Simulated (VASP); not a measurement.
Write the native input for VASP 6.6.1 that does the following.

```
Task                   : single point
Functional             : LDA
Potentials or basis    : VASP PAW LDA potentials, release 64 (Pd)
Cutoff                 : 520 eV
k mesh                 : 20 × 20 × 20
Occupations            : gaussian, width 0.15 eV
Spin                   : no spin polarisation
Dipole correction      : no
Further INCAR settings : ALGO = Normal; EDIFF = 1e-06; NBANDS = 11
```

The structure of Pd lies in POSCAR:

```
Pd
1.0
    0.0000000000      1.7893080000      2.1004920000
    1.7893080000      0.0000000000      2.1004920000
    1.7893080000      1.7893080000      0.0000000000
Pd
1
Direct
    0.0000000000      0.0000000000      0.0000000000
```

This cell differs from its parent crystal: strain -0.080 along x and y, +0.080 along z.

One way to write it, as run:

INCAR

```
SYSTEM = Pd
PREC = Accurate
ENCUT = 520
EDIFF = 1E-6
ISMEAR = 0
SIGMA = 0.15
LREAL = .False.
LASPH = .True.
NELM = 80
ALGO = Normal
ISIF = 2
LWAVE = .False.
LCHARG = .False.
NBANDS = 11
```

KPOINTS

```
Automatic mesh
0
Gamma
  20 20 20
  0 0 0
```

Potentials or basis: VASP PAW LDA potentials, release 64 (Pd).

Run with:

```sh
$ cat potpaw_LDA.64/Pd/POTCAR > POTCAR
$ mpirun -np 1 vasp_std > vasp.out
```

It gave:

- Pressure: 16.5 GPa
- Band gap on the k mesh: zero (band 5 reaches 12.37 eV, above the bottom of band 6 at 9.90 eV)

Caveat: the cell differs from its parent crystal (strain -0.080 along x and y, +0.080 along z).

It took 49 s on 1 thread of Intel(R) Xeon(R) Platinum 8375C CPU @ 2.90GHz (Ice Lake), on a shared host, peak memory 0.21 GiB.
